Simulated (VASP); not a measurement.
V, 1 atom in the cell. Symmetry: Im-3m, No. 229, cubic system. Conventional cell: a = 2.927 Å, b = 2.927 Å, c = 2.927 Å, α = 90.00°, β = 90.00°, γ = 90.00°. V (site symmetry m-3m) has 14 V at 2.54 to 2.93 Å within 3.3 Å. 

| Property | Result |
| --- | --- |
| Program | VASP 6.6.1 |
| Task | single point |
| Functional | LDA |
| Potentials or basis | VASP PAW LDA potentials, release 64 (V_sv) |
| Cutoff | 520 eV |
| k mesh | 15 × 15 × 15 |
| Occupations | methfessel-paxton, width 0.03 eV |
| Spin | no spin polarisation |
| Dipole correction | no |
| Further INCAR settings | ALGO = Normal; EDIFF = 1e-06; NBANDS = 12 |

Potentials or basis: VASP PAW LDA potentials, release 64 (V_sv).

Launch:

```sh
$ cat potpaw_LDA.64/V_sv/POTCAR > POTCAR
$ mpirun -np 1 vasp_std > vasp.out
```

Hardware: 1 thread of Intel Xeon 6975P-C, on a shared host.

Estimate the wall time of this run.

It took 32 s on 1 thread of Intel Xeon 6975P-C (shared host), peak memory 0.13 GiB. Counts: scf iterations 11, k points 120.
